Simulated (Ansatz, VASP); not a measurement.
**Fe in VASP and in Ansatz**

Contents of INCAR:

```
PREC = Accurate
ENCUT = 600
EDIFF = 1E-6
ISMEAR = -1
SIGMA = 0.1
LREAL = False
LASPH = True
NELM = 80
ALGO = Normal
ISIF = 3
LWAVE = False
LCHARG = False
IBRION = 2
NSW = 80
EDIFFG = -0.01
```

The input KPOINTS:

```
regular mesh
0
Gamma
  6 6 6
```

The input POSCAR:

```
Fe
1.0
    4.5502851155      0.0000000000      0.0000000000
    0.0000000000      4.5502851155      0.0000000000
    0.0000000000      0.0000000000      4.5502851155
Fe
8
Direct
    0.0000000000      0.0000000000      0.0000000000
    0.5000000000      0.5000000000      0.5000000000
    0.2500000000      0.0000000000      0.5000000000
    0.7500000000      0.0000000000      0.5000000000
    0.5000000000      0.2500000000      0.0000000000
    0.5000000000      0.7500000000      0.0000000000
    0.0000000000      0.5000000000      0.2500000000
    0.0000000000      0.5000000000      0.7500000000
```

Input for Ansatz:

```yaml
crystal:
  lattice:
    - [4.5502851155, 0.0, 0.0]
    - [0.0, 4.5502851155, 0.0]
    - [0.0, 0.0, 4.5502851155]
  atoms:
    - { symbol: Fe, position: [0.0, 0.0, 0.0] }
    - { symbol: Fe, position: [0.5, 0.5, 0.5] }
    - { symbol: Fe, position: [0.25, 0.0, 0.5] }
    - { symbol: Fe, position: [0.75, 0.0, 0.5] }
    - { symbol: Fe, position: [0.5, 0.25, 0.0] }
    - { symbol: Fe, position: [0.5, 0.75, 0.0] }
    - { symbol: Fe, position: [0.0, 0.5, 0.25] }
    - { symbol: Fe, position: [0.0, 0.5, 0.75] }
hamiltonian:
  xc: lda
  pseudopotentials:
    kind: paw
    azcp:
      Fe: "pseudopotentials/Fe.paw.azcp"
basis:
  ecutwfc: 420
  fft_grid_basis: typed
kpoints:
  mp_grid: { grid: [6, 6, 6], shift: [0, 0, 0] }
magnetization:
  spin_polarized: false
scf:
  occupations: { method: fermi_dirac, width: 0.1 }
relax:
  max_steps: 60
  f_tol: 0.01
  cell: {}
```

Alike in both runs: task relaxation of cell and atoms; functional LDA; k mesh 6 × 6 × 6; occupations fermi-dirac, width 0.1 eV; no spin polarisation.

|  | VASP | Ansatz |
| --- | --- | --- |
| version | VASP 6.6.1 | Ansatz 0.2.0 |
| potentials or method | VASP PAW LDA potentials, release 64 (Fe), cutoff 600 eV | plane waves (420 eV) with PAW, scalar-relativistic |
| valence electrons in the cell | 64 | 128 |

Ansatz gave:

| Property | Result |
| --- | --- |
| relaxed volume (Å³/atom) | 9.81 |
| relaxed length of the cell vector where the two differ most in proportion (Å) | 4.281 |

Q: What did VASP give for the same quantities?

A: Relaxed volume (Å³/atom): 9.79; relaxed length of the cell vector where the two differ most in proportion (Å): 4.278.

Ansatz warns that its potentials were made for another functional, while VASP's fit it. LDA's correlation is that of Perdew and Zunger in VASP and of Perdew and Wang (1992) in Ansatz. VASP's potentials hold 64 valence electrons a cell and Ansatz's 128, so a difference there can come from the potentials and not from the codes.

Noted on VASP's run: the volume moved by over 15 % at a fixed basis, so the end points are rough.
